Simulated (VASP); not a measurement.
# BiBrO (P4/nmm) in VASP: single point with LDA

Aim: the single point of BiBrO with LDA.

Everything below comes from runs of VASP 6.6.1. Logs are shortened: lines on timing, memory, paths and dates and some standing lists are left out, and cuts for length are marked.

### 1 The cell of the first run

It takes space group P4/nmm (No. 129, tetragonal). Conventional cell: a = 3.916 Å, b = 3.916 Å, c = 8.077 Å, α = 90.00°, β = 90.00°, γ = 90.00°. Bi (site symmetry 4mm) has 4 O at 2.32 Å within 3.1 Å. Br (site symmetry 4mm) has 6 Bi at 3.18 to 4.05 Å and 4 O at 3.42 Å and 8 Br at 3.71 to 3.92 Å within 4.2 Å. Within 3.1 Å of O (site symmetry -4m2) lie 4 Bi at 2.32 Å and 4 O at 2.77 Å.

### 2 Single point, LDA

File INCAR:

```
PREC = Accurate ; ENCUT = 520
EDIFF = 1E-7 ; ISMEAR = 0
SIGMA = 0.01 ; LREAL = F
LASPH = T ; NELM = 100
ALGO = Normal ; ISIF = 2
LWAVE = F ; LCHARG = F
GGA = CA ; NBANDS = 37
```

File KPOINTS:

```
regular mesh
0
Gamma
  6 6 4
```

File POSCAR:

```
BiBrO
1.0
    3.9160000000      0.0000000000      0.0000000000
    0.0000000000      3.9160000000      0.0000000000
    0.0000000000      0.0000000000      8.0770000000
Bi Br O
2 2 2
Direct
    0.0000000000      0.5000000000      0.1540000000
    0.5000000000      0.0000000000      0.8460000000
    0.0000000000      0.5000000000      0.6530000000
    0.5000000000      0.0000000000      0.3470000000
    0.0000000000      0.0000000000      0.0000000000
    0.5000000000      0.5000000000      0.0000000000
```

Potentials or basis: VASP PAW LDA potentials, release 64 (Bi_d, Br, O).

Started as:

```bash
> cat potpaw_LDA.64/Bi_d/POTCAR potpaw_LDA.64/Br/POTCAR potpaw_LDA.64/O/POTCAR > POTCAR
> mpirun -np 1 vasp_std > vasp.out
```

OUTCAR:

```text
PREC = Accurate
   ENCUT = 520
   EDIFF = 1E-7
   ISMEAR = 0
   LREAL = F
   LASPH = T
   NELM = 100
   ISIF = 2
   GGA = CA

 ion  position               nearest neighbor table
   1  0.000  0.500  0.154-   5 2.32   6 2.32   5 2.32   6 2.32   4 3.18   4 3.18   4 3.18   4 3.18
                             2 3.72   2 3.72   2 3.72   2 3.72
   2  0.500  0.000  0.846-   5 2.32   6 2.32   6 2.32   5 2.32   3 3.18   3 3.18   3 3.18   3 3.18
                             1 3.72   1 3.72   1 3.72   1 3.72
   3  0.000  0.500  0.653-   2 3.18   2 3.18   2 3.18   2 3.18
   4  0.500  0.000  0.347-   1 3.18   1 3.18   1 3.18   1 3.18
   5  0.000  0.000  0.000-   1 2.32   2 2.32   1 2.32   2 2.32
   6  0.500  0.500  0.000-   1 2.32   2 2.32   2 2.32   1 2.32

  LATTYP: Found a simple tetragonal cell.
 ALAT       =     3.9160000000
 C/A-ratio  =     2.0625638407

  Lattice vectors:

 A1 = (   3.9160000000,   0.0000000000,   0.0000000000)
 A2 = (   0.0000000000,   3.9160000000,   0.0000000000)
 A3 = (   0.0000000000,   0.0000000000,   8.0770000000)

Analysis of symmetry for initial positions (statically):
=====================================================================
 Subroutine PRICEL returns:
 Original cell was already a primitive cell.

 Routine SETGRP: Setting up the symmetry group for a
 simple tetragonal supercell.

 Subroutine GETGRP returns: Found 16 space group operations
 (whereof  8 operations were pure point group operations)
 out of a pool of 16 trial point group operations.

The static configuration has the point symmetry D_2d.
 The point group associated with its full space group is D_4h.

Analysis of symmetry for dynamics (positions and initial velocities):
=====================================================================
 Subroutine PRICEL returns:
 Original cell was already a primitive cell.

 Routine SETGRP: Setting up the symmetry group for a
 simple tetragonal supercell.

 Subroutine GETGRP returns: Found 16 space group operations
 (whereof  8 operations were pure point group operations)
 out of a pool of 16 trial point group operations.

The dynamic configuration has the point symmetry D_2d.
 The point group associated with its full space group is D_4h.

 Subroutine INISYM returns: Found 16 space group operations
 (whereof  8 operations are pure point group operations),
 and found     1 'primitive' translations

----------------------------------------------------------------------------------------

                                     Primitive cell

  volume of cell :     123.8612

  direct lattice vectors                    reciprocal lattice vectors
     3.916000000  0.000000000  0.000000000     0.255362615  0.000000000  0.000000000
     0.000000000  3.916000000  0.000000000     0.000000000  0.255362615  0.000000000
     0.000000000  0.000000000  8.077000000     0.000000000  0.000000000  0.123808345

  length of vectors
     3.916000000  3.916000000  8.077000000     0.255362615  0.255362615  0.123808345

  position of ions in fractional coordinates (direct lattice)
     0.000000000  0.500000000  0.154000000
     0.500000000  0.000000000  0.846000000
     0.000000000  0.500000000  0.653000000
     0.500000000  0.000000000  0.347000000
     0.000000000  0.000000000  0.000000000
     0.500000000  0.500000000  0.000000000

  ion indices of the primitive-cell ions
   primitive index   ion index
                 1           1
                 2           2
                 3           3
                 4           4
                 5           5
                 6           6

----------------------------------------------------------------------------------------

 KPOINTS: regular mesh

Automatic generation of k-mesh.
 Grid dimensions read from file:
 generate k-points for:    6    6    4

 Generating k-lattice:

  Cartesian coordinates                     Fractional coordinates (reciprocal lattice)
     0.042560436  0.000000000  0.000000000     0.166666667  0.000000000  0.000000000
     0.000000000  0.042560436  0.000000000     0.000000000  0.166666667  0.000000000
     0.000000000  0.000000000  0.030952086     0.000000000  0.000000000  0.250000000

  Length of vectors
     0.042560436  0.042560436  0.030952086

  Shift w.r.t. Gamma in fractional coordinates (k-lattice)
     0.000000000  0.000000000  0.000000000

 Subroutine IBZKPT returns following result:
 ===========================================

 Found     30 irreducible k-points:

 Following reciprocal coordinates:
            Coordinates               Weight
  0.000000  0.000000  0.000000      1.000000
  0.166667  0.000000  0.000000      4.000000
  0.333333  0.000000  0.000000      4.000000
  0.500000  0.000000  0.000000      2.000000
  0.166667  0.166667  0.000000      4.000000
  0.333333  0.166667  0.000000      8.000000
[... 16 lines left out ...]
  0.333333  0.000000  0.500000      4.000000
  0.500000  0.000000  0.500000      2.000000
 [... further k-points ...]
   k-points           NKPTS =     30   k-points in BZ     NKDIM =     30   number of bands    NBANDS=     37
   number of dos      NEDOS =    301   number of ions     NIONS =      6
   total plane-waves  NPLWV =  54000
   dimension x,y,z NGX =    30 NGY =   30 NGZ =   60
   dimension x,y,z NGXF=    60 NGYF=   60 NGZF=  120
   ions per type =               2   2   2
   NGX,Y,Z   is equivalent  to a cutoff of  12.74, 12.74, 12.35 a.u.
   NGXF,Y,Z  is equivalent  to a cutoff of  25.47, 25.47, 24.70 a.u.
 SYSTEM =  unknown system
   PREC   = accura    normal or accurate (medium, high low for compatibility)
   ISTART =      0    job   : 0-new  1-cont  2-samecut
   ICHARG =      2    charge: 1-file 2-atom 10-const
   ISPIN  =      1    spin polarized calculation?
   LNONCOLLINEAR =      F non collinear calculations
   LSORBIT =      F    spin-orbit coupling
   LASPH  =      T    aspherical Exc in radial PAW
   ENCUT  =  520.0 eV  38.22 Ry    6.18 a.u.   7.28  7.28 15.02*2*pi/ulx,y,z
   NELM   =    100;   NELMIN=  2; NELMDL= -5     # of ELM steps
   EDIFF  = 0.1E-06   stopping-criterion for ELM
   LREAL  =      F    real-space projection
   EDIFFG = 0.1E-05   stopping-criterion for IOM
   NSW    =      0    number of steps for IOM
   IBRION =     -1    ionic relax: 0-MD 1-quasi-New 2-CG
   NFREE  =      0    steps in history (QN), initial steepest desc. (CG)
   ISIF   =      2    stress and relaxation
   ISYM   =      2    0-nonsym 1-usesym 2-fastsym
   POTIM  = 0.5000    time-step for ionic-motion
   TEBEG  =    0.0;   TEEND  =   0.0 temperature during run
   PSTRESS=    0.0 pullay stress
   NELECT =      56.0000    total number of electrons
   NUPDOWN=      -1.0000    fix difference up-down
   EMIN   =  10.00;   EMAX   =-10.00  energy-range for DOS
   EFERMI =   0.00;   METHOD = LEGACY
   ISMEAR =     0;   SIGMA  =   0.01  broadening in eV -4-tet -1-fermi 0-gaus
   EFERMI_NEDOS =   21; number of points for ismear=-14 and -15
   IALGO  =     38    algorithm
   IMIX   =      4    mixing-type and parameters
     AMIX     =   0.40;   BMIX     =  1.00
     AMIX_MAG =   1.60;   BMIX_MAG =  1.00
  volume/ion in A,a.u.               =      20.64       139.31
  Fermi-wavevector in a.u.,A,eV,Ry     =   1.256490  2.374422 21.480429  1.578767
  Thomas-Fermi vector in A             =   2.390195
   LORBIT       =      0    0 simple, 1 ext, 2 COOP (PROOUT), +10 PAW based schemes
   GGA     = CA    functional components
   LHFCALC =     F    Hartree Fock is set to
   AEXX    =    0.0000 exact exchange contribution
   IVDW    =     0    specifies the selected vdW correction
   LEPSILON=     F    determine dielectric tensor
   LRPA    =     F    only Hartree local field effects (RPA)
 non-spin polarized calculation
 Gauss-broadening in eV      SIGMA  =   0.01
  energy-cutoff  :      520.00
  volume of cell :      123.86
 maximum number of plane-waves:      3356
 NGX is ok and might be reduce to    30
   NGX = 15   NGY = 15   NGZ = 31

 number of electron      55.9999980 magnetization

 Free energy of the ion-electron system (eV)
  ---------------------------------------------------
  ext. energy  EPLUGINS =         0.00000000
  ---------------------------------------------------
  free energy    TOTEN  =       -31.90698410 eV

  energy without entropy =      -31.90698410  energy(sigma->0) =      -31.90698410

 E-fermi :   4.1221     XC(G=0): -10.4376

 val. band max:        4.0717138707   @ k =   0.3333   0.0000   0.5000
 cond. band min:       6.1662271178   @ k =   0.0000   0.0000   0.5000
 fundamental gap:      2.0945132471
 Fermi energy:         4.1221477991

 k-point     1 :       0.0000    0.0000    0.0000
  band No.  band energies     occupation
      1     -18.0529      2.00000
      2     -17.8653      2.00000
      3     -17.8653      2.00000
      4     -17.8522      2.00000
      5     -17.8478      2.00000
      6     -17.8174      2.00000
[... 29 lines left out ...]
     36      12.0582      0.00000
     37      12.2975      0.00000

 k-point     2 :       0.1667    0.0000    0.0000
  band No.  band energies     occupation
      1     -18.0445      2.00000
      2     -17.8627      2.00000
      3     -17.8627      2.00000
      4     -17.8482      2.00000
      5     -17.8412      2.00000
      6     -17.8215      2.00000
[... 29 lines left out ...]
     36      12.2423      0.00000
     37      12.8631      0.00000

 k-point     3 :       0.3333    0.0000    0.0000
  band No.  band energies     occupation
      1     -18.0244      2.00000
      2     -17.9159      2.00000
      3     -17.8562      2.00000
      4     -17.8541      2.00000
      5     -17.8319      2.00000
      6     -17.8313      2.00000
[... 29 lines left out ...]
     36      13.0804      0.00000
     37      13.3250      0.00000

 k-point     4 :       0.5000    0.0000    0.0000
  band No.  band energies     occupation
      1     -17.9851      2.00000
      2     -17.9851      2.00000
      3     -17.8464      2.00000
      4     -17.8464      2.00000
      5     -17.8423      2.00000
      6     -17.8423      2.00000
[... 29 lines left out ...]
     36      12.6104      0.00000
     37      13.0398      0.00000
[... 683 lines left out ...]
      1     -18.0445      2.00000
      2     -17.8628      2.00000
      3     -17.8627      2.00000
      4     -17.8482      2.00000
      5     -17.8411      2.00000
      6     -17.8215      2.00000
[... 29 lines left out ...]
     36      12.8167      0.00000
     37      13.5763      0.00000

 k-point    23 :       0.3333    0.0000    0.5000
  band No.  band energies     occupation
      1     -18.0244      2.00000
      2     -17.9159      2.00000
      3     -17.8562      2.00000
      4     -17.8542      2.00000
      5     -17.8320      2.00000
      6     -17.8313      2.00000
[... 29 lines left out ...]
     36      13.2306      0.00000
     37      13.7101      0.00000

 k-point    24 :       0.5000    0.0000    0.5000
  band No.  band energies     occupation
      1     -17.9852      2.00000
      2     -17.9852      2.00000
      3     -17.8464      2.00000
      4     -17.8464      2.00000
      5     -17.8425      2.00000
      6     -17.8425      2.00000
[... 29 lines left out ...]
     36      13.4508      0.00000
     37      13.5003      0.00000

 [... further k-points ...]
[... 5 lines left out ...]
  --------------------------------------------------------------------------------------
  -------------------------------------------------------------------------------------
  Total       -1.9319251     -1.9319251     -1.4857594      0.0000000     -0.0000000      0.0000000
  in kB      -24.9899518    -24.9899518    -19.2186822      0.0000000     -0.0000000      0.0000000
  external PRESSURE =     -23.0661953 kB  Pullay stress =       0.0000000 kB

 VOLUME and BASIS-vectors are now :
 -----------------------------------------------------------------------------
  energy-cutoff  :      520.00
  volume of cell :      123.86
      direct lattice vectors                 reciprocal lattice vectors
     3.916000000  0.000000000  0.000000000     0.255362615  0.000000000  0.000000000
     0.000000000  3.916000000  0.000000000     0.000000000  0.255362615  0.000000000
     0.000000000  0.000000000  8.077000000     0.000000000  0.000000000  0.123808345

 POSITION                                       TOTAL-FORCE (eV/Angst)
 -----------------------------------------------------------------------------------
      0.00000      1.95800      1.24386         0.000000     -0.000000      0.020850
      1.95800      0.00000      6.83314        -0.000000     -0.000000     -0.020850
      0.00000      1.95800      5.27428         0.000000      0.000000      0.184170
      1.95800      0.00000      2.80272         0.000000     -0.000000     -0.184170
      0.00000      0.00000      0.00000         0.000000      0.000000      0.000000
      1.95800      1.95800      0.00000         0.000000     -0.000000      0.000000
 -----------------------------------------------------------------------------------
    total drift:                                0.000000      0.000000      0.000000

  FREE ENERGIE OF THE ION-ELECTRON SYSTEM (eV)
  ---------------------------------------------------
  free  energy   TOTEN  =       -31.9069840968 eV

  energy  without entropy=      -31.9069840968  energy(sigma->0) =      -31.90698410
```

Wall time 3.1 min (1 thread of Oxide Virtual Turin-like, shared host); peak memory 0.22 GiB.

Results:

```
Free energy            : -31.9070 eV
Pressure               : -2.3 GPa
Largest force          : 0.184 eV/Å
Band gap on the k mesh : 2.09 eV, indirect (least direct gap 2.21 eV)
```

Forces in eV/Å, atoms in the order of the input:
```
Bi   0.000  0.000  0.021
Bi   0.000  0.000 -0.021
Br   0.000  0.000  0.184
Br   0.000  0.000 -0.184
O    0.000  0.000  0.000
O    0.000  0.000  0.000
```

Levels at points of the mesh, in eV from the valence-band top:
| k point | band 24 | band 25 | band 26 | band 27 | band 28 | band 29 | band 30 | band 31 | band 32 | band 33 |
| --- | --- | --- | --- | --- | --- | --- | --- | --- | --- | --- |
| (0.00, 0.00, 0.00) | -1.01 | -1.01 | -0.74 | -0.74 | -0.67 | 2.29 | 3.19 | 4.88 | 4.88 | 6.56 |
| (0.50, 0.00, 0.00) | -1.04 | -0.50 | -0.50 | -0.10 | -0.10 | 4.28 | 4.28 | 4.81 | 4.81 | 5.33 |
| (0.50, 0.50, 0.00) | -1.10 | -1.02 | -1.02 | -0.75 | -0.75 | 3.29 | 3.29 | 5.03 | 5.03 | 6.28 |
| (0.00, 0.00, 0.50) | -1.22 | -0.93 | -0.43 | -0.43 | -0.11 | 2.09 | 2.38 | 4.70 | 4.70 | 6.63 |
| (0.50, 0.00, 0.50) | -0.86 | -0.51 | -0.51 | -0.06 | -0.06 | 4.10 | 4.10 | 4.86 | 4.86 | 5.19 |
| (0.50, 0.50, 0.50) | -1.91 | -1.10 | -1.10 | -1.02 | -1.02 | 3.99 | 3.99 | 5.26 | 5.26 | 5.66 |

Caveat: spin-orbit coupling is left out, which moves the levels of the heavy elements. A k mesh can miss the band edges.
